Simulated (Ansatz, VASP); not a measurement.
# Two plane-wave programs on K

```
K
1.0
     4.31044    0.00000    0.00000
     0.00000    4.31044    0.00000
     0.00000    0.00000    4.31044
K
1
Direct
  0.00000 0.00000 0.00000
```

Alike in both runs: task single point; functional PBEsol; k mesh 4 × 4 × 4; occupations gaussian, width 0.1 eV; no spin polarisation.

|  | VASP | Ansatz |
| --- | --- | --- |
| version | VASP 6.6.1 | Ansatz 0.2.0 |
| potentials or method | VASP PAW PBE potentials, release 64 (K_sv), cutoff 500 eV | scalar-relativistic, plane waves, PAW |
| valence electrons in the cell | 9 | 9 |

|  | VASP | Ansatz | Ansatz less VASP |
| --- | --- | --- | --- |
| gap on the k mesh at the Fermi level (eV) | none | none | - |
| pressure (GPa) | -0.2 | -0.2 | +0.01 |

VASP's potentials were made for PBE, not for PBEsol. A gap of «none» marks a metal or a gap that the smearing closes.

The k mesh is coarse, so the values compare programs but aren't converged.
